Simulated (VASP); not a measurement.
A run of VASP 6.6.1 is set up as follows.

File INCAR:

```
SYSTEM = Na2N
PREC = Accurate ; ENCUT = 600
EDIFF = 1E-7 ; ISMEAR = 0
SIGMA = 0.1 ; LREAL = .FALSE.
LASPH = .TRUE. ; NELM = 150
ALGO = Normal ; ISIF = 3
LWAVE = .FALSE. ; LCHARG = .FALSE.
ISPIN = 2 ; MAGMOM = 0 0 1
LORBIT = 11 ; GGA = PE
IBRION = 2 ; NSW = 90
EDIFFG = -0.04
```

The input KPOINTS:

```
Automatic mesh
0
G
  6 6 4
  0 0 0
```

POSCAR

```
Na2N
1.0
    3.3662577400      0.0000000000      0.0000000000
   -1.6831288700      2.9152647200      0.0000000000
    0.0000000000      0.0000000000      5.7065231400
Na N
2 1
Direct
    0.6666666700      0.3333333300      0.7175636900
    0.3333333300      0.6666666700      0.2824363100
    0.0000000000      0.0000000000      0.5000000000
```

Potentials or basis: VASP PAW PBE potentials, release 64 (Na_pv, N).

Run with:

```sh
$ cat potpaw_PBE.64/Na_pv/POTCAR potpaw_PBE.64/N/POTCAR > POTCAR
$ mpirun -np 1 vasp_std > vasp.out
```

(1) Estimate the band gap on the k mesh.

(2) Predict the net moment.

(3) What does it give for the relaxed cell?

(4) Predict the space group after relaxing (to 0.1 Å).

Answers

(1) zero (filled and empty bands overlap).

(2) 1.01 μB per cell.

(3) a = 3.707 Å, b = 3.707 Å, c = 5.454 Å, α = 90.00°, β = 90.00°, γ = 120.00°.

(4) P-3m1 (No. 164).
